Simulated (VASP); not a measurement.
# Ir (Fm-3m) in VASP: notebook

Ir is run at these levels: PBE, RPBE; tasks: single point.

All numbers are computed with VASP 6.6.1; they aren't measurements. Logs are shortened: lines on timing, memory, paths and dates and some standing lists are left out, and cuts for length are marked.

### Step 1. The cell of the first run

The structure is cubic, space group Fm-3m (No. 225). The conventional cell has a = 3.779 Å, b = 3.779 Å, c = 3.779 Å, α = 90.00°, β = 90.00°, γ = 90.00°. Ir (site symmetry m-3m) has 12 Ir at 2.67 Å within 3.5 Å.

### Step 2. Single point, PBE (volume scaled by 0.96)

Contents of INCAR:

```
SYSTEM = Ir
PREC     = Accurate       ! precision mode
ENCUT    = 520            ! plane-wave cutoff, eV
EDIFF    = 1E-6           ! SCF threshold, eV
ISMEAR   = -1             ! smearing method
SIGMA    = 0.05           ! smearing width, eV
LREAL    = .False.        ! projectors in reciprocal space
LASPH    = .True.         ! aspherical terms in the spheres
NELM     = 60             ! most SCF steps
ALGO     = Fast           ! electronic algorithm
ISIF     = 2              ! what is computed and relaxed
LWAVE    = .False.        ! write WAVECAR
LCHARG   = .False.        ! write CHGCAR
GGA      = PE             ! functional
NBANDS   = 10             ! bands
```

Contents of KPOINTS:

```
Automatic mesh
0
Gamma
  12 12 12
  0 0 0
```

Contents of POSCAR:

```
Ir
1.0
    0.0000000000      1.8897103398      1.8897103398
    1.8897103398      0.0000000000      1.8897103398
    1.8897103398      1.8897103398      0.0000000000
Ir
1
Direct
    0.0000000000      0.0000000000      0.0000000000
```

Potentials or basis: VASP PAW PBE potentials, release 64 (Ir).

Run with:

```sh
$ cat potpaw_PBE.64/Ir/POTCAR > POTCAR
$ mpirun -np 1 vasp_std > vasp.out
```

OUTCAR:

```text
SYSTEM = Ir
   PREC = Accurate
   ENCUT = 520
   EDIFF = 1E-6
   ISMEAR = -1
   LREAL = .False.
   LASPH = .True.
   NELM = 60
   ISIF = 2
   GGA = PE

 ion  position               nearest neighbor table
   1  0.000  0.000  0.000-

  LATTYP: Found a face centered cubic cell.
 ALAT       =     3.7794206796

  Lattice vectors:

 A1 = (   0.0000000000,   1.8897103398,   1.8897103398)
 A2 = (   1.8897103398,   0.0000000000,   1.8897103398)
 A3 = (   1.8897103398,   1.8897103398,   0.0000000000)

Analysis of symmetry for initial positions (statically):
[... 5 lines left out ...]
 face centered cubic supercell.

 Subroutine GETGRP returns: Found 48 space group operations
 (whereof 48 operations were pure point group operations)
 out of a pool of 48 trial point group operations.

The static configuration has the point symmetry O_h .

Analysis of symmetry for dynamics (positions and initial velocities):
[... 5 lines left out ...]
 face centered cubic supercell.

 Subroutine GETGRP returns: Found 48 space group operations
 (whereof 48 operations were pure point group operations)
 out of a pool of 48 trial point group operations.

The dynamic configuration has the point symmetry O_h .

 Subroutine INISYM returns: Found 48 space group operations
 (whereof 48 operations are pure point group operations),
 and found     1 'primitive' translations

----------------------------------------------------------------------------------------

                                     Primitive cell

  volume of cell :      13.4963

  direct lattice vectors                    reciprocal lattice vectors
     0.000000000  1.889710340  1.889710340    -0.264590816  0.264590816  0.264590816
     1.889710340  0.000000000  1.889710340     0.264590816 -0.264590816  0.264590816
     1.889710340  1.889710340  0.000000000     0.264590816  0.264590816 -0.264590816

  length of vectors
     2.672453992  2.672453992  2.672453992     0.458284736  0.458284736  0.458284736

  position of ions in fractional coordinates (direct lattice)
     0.000000000  0.000000000  0.000000000

  ion indices of the primitive-cell ions
   primitive index   ion index
                 1           1

----------------------------------------------------------------------------------------

 KPOINTS: Automatic mesh

Automatic generation of k-mesh.
 Grid dimensions read from file:
 generate k-points for:   12   12   12

 Generating k-lattice:

  Cartesian coordinates                     Fractional coordinates (reciprocal lattice)
    -0.022049235  0.022049235  0.022049235     0.083333333  0.000000000  0.000000000
     0.022049235 -0.022049235  0.022049235     0.000000000  0.083333333  0.000000000
     0.022049235  0.022049235 -0.022049235     0.000000000  0.000000000  0.083333333

  Length of vectors
     0.038190395  0.038190395  0.038190395

  Shift w.r.t. Gamma in fractional coordinates (k-lattice)
     0.000000000  0.000000000  0.000000000

 Subroutine IBZKPT returns following result:
 ===========================================

 Found     72 irreducible k-points:

 Following reciprocal coordinates:
            Coordinates               Weight
  0.000000  0.000000  0.000000      1.000000
  0.083333  0.000000  0.000000      8.000000
  0.166667  0.000000  0.000000      8.000000
  0.250000  0.000000  0.000000      8.000000
  0.333333  0.000000  0.000000      8.000000
  0.416667  0.000000  0.000000      8.000000
[... 16 lines left out ...]
  0.500000  0.166667  0.000000     24.000000
 -0.416667  0.166667  0.000000     24.000000
 [... further k-points ...]
   k-points           NKPTS =     72   k-points in BZ     NKDIM =     72   number of bands    NBANDS=     10
   number of dos      NEDOS =    301   number of ions     NIONS =      1
   total plane-waves  NPLWV =   8000
   dimension x,y,z NGX =    20 NGY =   20 NGZ =   20
   dimension x,y,z NGXF=    40 NGYF=   40 NGZF=   40
   ions per type =               1
   NGX,Y,Z   is equivalent  to a cutoff of  12.44, 12.44, 12.44 a.u.
   NGXF,Y,Z  is equivalent  to a cutoff of  24.88, 24.88, 24.88 a.u.
 SYSTEM =  Ir
   PREC   = accura    normal or accurate (medium, high low for compatibility)
   ISTART =      0    job   : 0-new  1-cont  2-samecut
   ICHARG =      2    charge: 1-file 2-atom 10-const
   ISPIN  =      1    spin polarized calculation?
   LNONCOLLINEAR =      F non collinear calculations
   LSORBIT =      F    spin-orbit coupling
   LASPH  =      T    aspherical Exc in radial PAW
   ENCUT  =  520.0 eV  38.22 Ry    6.18 a.u.   4.97  4.97  4.97*2*pi/ulx,y,z
   NELM   =     60;   NELMIN=  2; NELMDL= -5     # of ELM steps
   EDIFF  = 0.1E-05   stopping-criterion for ELM
   LREAL  =      F    real-space projection
   EDIFFG = 0.1E-04   stopping-criterion for IOM
   NSW    =      0    number of steps for IOM
   IBRION =     -1    ionic relax: 0-MD 1-quasi-New 2-CG
   NFREE  =      0    steps in history (QN), initial steepest desc. (CG)
   ISIF   =      2    stress and relaxation
   ISYM   =      2    0-nonsym 1-usesym 2-fastsym
   POTIM  = 0.5000    time-step for ionic-motion
   TEBEG  =    0.0;   TEEND  =   0.0 temperature during run
   PSTRESS=    0.0 pullay stress
   NELECT =       9.0000    total number of electrons
   NUPDOWN=      -1.0000    fix difference up-down
   EMIN   =  10.00;   EMAX   =-10.00  energy-range for DOS
   EFERMI =   0.00;   METHOD = LEGACY
   ISMEAR =    -1;   SIGMA  =   0.05  broadening in eV -4-tet -1-fermi 0-gaus
   EFERMI_NEDOS =   21; number of points for ismear=-14 and -15
   IALGO  =     68    algorithm
   IMIX   =      4    mixing-type and parameters
     AMIX     =   0.40;   BMIX     =  1.00
     AMIX_MAG =   1.60;   BMIX_MAG =  1.00
  volume/ion in A,a.u.               =      13.50        91.08
  Fermi-wavevector in a.u.,A,eV,Ry     =   1.430267  2.702813 27.832941  2.045663
  Thomas-Fermi vector in A             =   2.550131
   LORBIT       =      0    0 simple, 1 ext, 2 COOP (PROOUT), +10 PAW based schemes
   GGA     = PE    functional components
   LHFCALC =     F    Hartree Fock is set to
   AEXX    =    0.0000 exact exchange contribution
   IVDW    =     0    specifies the selected vdW correction
   LEPSILON=     F    determine dielectric tensor
   LRPA    =     F    only Hartree local field effects (RPA)
 non-spin polarized calculation
 RMM-DIIS sequential band-by-band and
  energy-cutoff  :      520.00
  volume of cell :       13.50
 maximum number of plane-waves:       380
   NGX =  9   NGY =  9   NGZ =  9

 number of electron       9.0000001 magnetization

 Free energy of the ion-electron system (eV)
  ---------------------------------------------------
  ext. energy  EPLUGINS =         0.00000000
  ---------------------------------------------------
  free energy    TOTEN  =        -8.78080966 eV

  energy without entropy =       -8.77642603  energy(sigma->0) =       -8.77861784

 E-fermi :  11.2907     XC(G=0): -14.2708

 val. band max:       11.2890909707   @ k =  -0.2500   0.0833   0.0000
 cond. band min:      11.3987960285   @ k =   0.4167   0.4167   0.0000
 fundamental gap:      0.1097050578
 Fermi energy:        11.2906825495

 k-point     1 :       0.0000    0.0000    0.0000
  band No.  band energies     occupation
      1      -0.3907      2.00000
      2       7.0699      2.00000
      3       7.0699      2.00000
      4       7.0699      2.00000
      5       9.9661      2.00000
      6       9.9661      2.00000
      7      25.4668      0.00000
      8      31.3347      0.00000
      9      31.3347      0.00000
     10      31.3347      0.00000

 k-point     2 :       0.0833    0.0000    0.0000
  band No.  band energies     occupation
      1      -0.0685      2.00000
      2       6.8976      2.00000
      3       7.2089      2.00000
      4       7.2089      2.00000
      5       9.8765      2.00000
      6       9.8765      2.00000
      7      26.0303      0.00000
      8      29.8632      0.00000
      9      31.8771      0.00000
     10      31.8771      0.00000

 k-point     3 :       0.1667    0.0000    0.0000
  band No.  band energies     occupation
      1       0.8103      2.00000
      2       6.5547      2.00000
      3       7.4906      2.00000
      4       7.4906      2.00000
      5       9.7887      2.00000
      6       9.7887      2.00000
      7      27.1501      0.00000
      8      27.7921      0.00000
      9      33.3957      0.00000
     10      33.3957      0.00000

 k-point     4 :       0.2500    0.0000    0.0000
  band No.  band energies     occupation
      1       1.8958      2.00000
      2       6.5379      2.00000
      3       7.5401      2.00000
      4       7.5401      2.00000
      5      10.1513      2.00000
      6      10.1513      2.00000
      7      25.2016      0.00000
      8      28.3000      0.00000
      9      35.5021      0.00000
     10      35.5493      0.00000

 k-point     5 :       0.3333    0.0000    0.0000
  band No.  band energies     occupation
      1       2.5419      2.00000
      2       7.2969      2.00000
      3       7.2969      2.00000
      4       7.5170      2.00000
      5      11.0044      1.99350
      6      11.0044      1.99350
      7      22.8752      0.00000
      8      26.9176      0.00000
      9      34.4688      0.00000
     10      34.4689      0.00000

 k-point     6 :       0.4167    0.0000    0.0000
  band No.  band energies     occupation
      1       2.6492      2.00000
      2       7.0460      2.00000
      3       7.0460      2.00000
      4       9.3022      2.00000
      5      11.8642      0.00002
      6      11.8642      0.00002
      7      20.3539      0.00000
      8      25.4862      0.00000
      9      32.2730      0.00000
     10      32.2730      0.00000
[... 183 lines left out ...]
 k-point    21 :       0.3333    0.1667    0.0000
  band No.  band energies     occupation
      1       3.0863      2.00000
      2       5.4705      2.00000
      3       7.1265      2.00000
      4       8.4644      2.00000
      5      10.5506      2.00000
      6      11.4499      0.07944
      7      25.3875      0.00000
      8      29.0670      0.00000
      9      30.8491      0.00000
     10      32.5712      0.00000

 k-point    22 :       0.4167    0.1667    0.0000
  band No.  band energies     occupation
      1       3.4893      2.00000
      2       6.0872      2.00000
      3       6.8384      2.00000
      4       8.2133      2.00000
      5      12.1410      0.00000
      6      12.4773      0.00000
      7      22.1532      0.00000
      8      27.6455      0.00000
      9      30.0972      0.00000
     10      32.3365      0.00000

 k-point    23 :       0.5000    0.1667    0.0000
  band No.  band energies     occupation
      1       3.5526      2.00000
      2       6.1008      2.00000
      3       7.6934      2.00000
      4       7.9542      2.00000
      5      12.3167      0.00000
      6      14.5974      0.00000
      7      19.2303      0.00000
      8      26.8790      0.00000
      9      30.0661      0.00000
     10      30.6652      0.00000

 k-point    24 :      -0.4167    0.1667    0.0000
  band No.  band energies     occupation
      1       3.6288      2.00000
      2       6.1263      2.00000
      3       7.8318      2.00000
      4       8.0519      2.00000
      5      11.7418      0.00024
      6      15.2223      0.00000
      7      18.9326      0.00000
      8      26.7472      0.00000
      9      29.2395      0.00000
     10      31.3552      0.00000

 [... further k-points ...]
[... 5 lines left out ...]
  --------------------------------------------------------------------------------------
  -------------------------------------------------------------------------------------
  Total        2.5310163      2.5310163      2.5310163     -0.0000000     -0.0000000     -0.0000000
  in kB      300.4621722    300.4621722    300.4621722     -0.0000000     -0.0000000     -0.0000000
  external PRESSURE =     300.4621722 kB  Pullay stress =       0.0000000 kB

 VOLUME and BASIS-vectors are now :
 -----------------------------------------------------------------------------
  energy-cutoff  :      520.00
  volume of cell :       13.50
      direct lattice vectors                 reciprocal lattice vectors
     0.000000000  1.889710340  1.889710340    -0.264590816  0.264590816  0.264590816
     1.889710340  0.000000000  1.889710340     0.264590816 -0.264590816  0.264590816
     1.889710340  1.889710340  0.000000000     0.264590816  0.264590816 -0.264590816

 POSITION                                       TOTAL-FORCE (eV/Angst)
 -----------------------------------------------------------------------------------
      0.00000      0.00000      0.00000         0.000000      0.000000      0.000000
 -----------------------------------------------------------------------------------
    total drift:                                0.000000      0.000000      0.000000

  FREE ENERGIE OF THE ION-ELECTRON SYSTEM (eV)
  ---------------------------------------------------
  free  energy   TOTEN  =        -8.7808096555 eV

  energy  without entropy=       -8.7764260313  energy(sigma->0) =       -8.77861784
```

Run time: 11 s. Hardware: 1 thread of Intel Xeon Platinum 8259CL at 2.50GHz (Skylake/Cascade Lake), shared host; peak memory 0.13 GiB.

Results:

| Property | Result |
| --- | --- |
| Free energy | -8.7808 eV |
| Pressure | 30.0 GPa |

Levels at points of the mesh, in eV from the Fermi level:
```
           k point  band 1  band 2  band 3  band 4  band 5  band 6  band 7  band 8  band 9
(0.00, 0.00, 0.00)  -11.68   -4.22   -4.22   -4.22   -1.32   -1.32   14.18   20.04   20.04
(0.50, 0.00, 0.00)   -8.66   -4.34   -4.34   -0.93    0.94    0.94    7.72   13.73   20.16
(0.50, 0.50, 0.00)   -8.52   -7.92    0.91    1.57    1.57    1.66   11.14   11.89   11.89
```

Caveat: the cell differs from its parent crystal (volume scaled by 0.96); spin-orbit coupling is left out, which moves the levels of the heavy elements.

### Step 3. Single point, PBE

This run uses another cell than the first one, of 14.06 Å³/atom, 1.042 times its volume.

Contents of INCAR:

```
SYSTEM = Ir
PREC = Accurate
ENCUT = 520
EDIFF = 1E-6
ISMEAR = -1
SIGMA = 0.05
LREAL = .FALSE.
LASPH = .TRUE.
NELM = 100
ALGO = Normal
ISIF = 2
LWAVE = .FALSE.
LCHARG = .FALSE.
GGA = PE
NBANDS = 10
```

Contents of KPOINTS:

```
Automatic mesh
0
G
  12 12 12
  0 0 0
```

Contents of POSCAR:

```
Ir
1.0
    0.0000000000      1.9156000000      1.9156000000
    1.9156000000      0.0000000000      1.9156000000
    1.9156000000      1.9156000000      0.0000000000
Ir
1
Direct
    0.0000000000      0.0000000000      0.0000000000
```

Potentials or basis: VASP PAW PBE potentials, release 64 (Ir).

Run with:

```sh
$ cat potpaw_PBE.64/Ir/POTCAR > POTCAR
$ mpirun -np 1 vasp_std > vasp.out
```

Wall time 7.4 s (1 thread of Intel Xeon Platinum 8259CL at 2.50GHz (Skylake/Cascade Lake), shared host); peak memory 0.13 GiB.

It converged, with:

```
Free energy : -8.8537 eV
Pressure    : 11.8 GPa
```

Levels at points of the mesh, in eV from the Fermi level:
| k point | band 2 | band 3 | band 4 | band 5 | band 6 | band 7 |
| --- | --- | --- | --- | --- | --- | --- |
| (0.00, 0.00, 0.00) | -3.96 | -3.96 | -3.96 | -1.24 | -1.24 | 14.28 |
| (0.50, 0.00, 0.00) | -4.07 | -4.07 | -0.81 | 0.87 | 0.87 | 7.30 |
| (0.50, 0.50, 0.00) | -7.44 | 0.84 | 1.46 | 1.46 | 1.67 | 10.57 |

Caveat: spin-orbit coupling is left out, which moves the levels of the heavy elements.

[end of part 1 of 2]
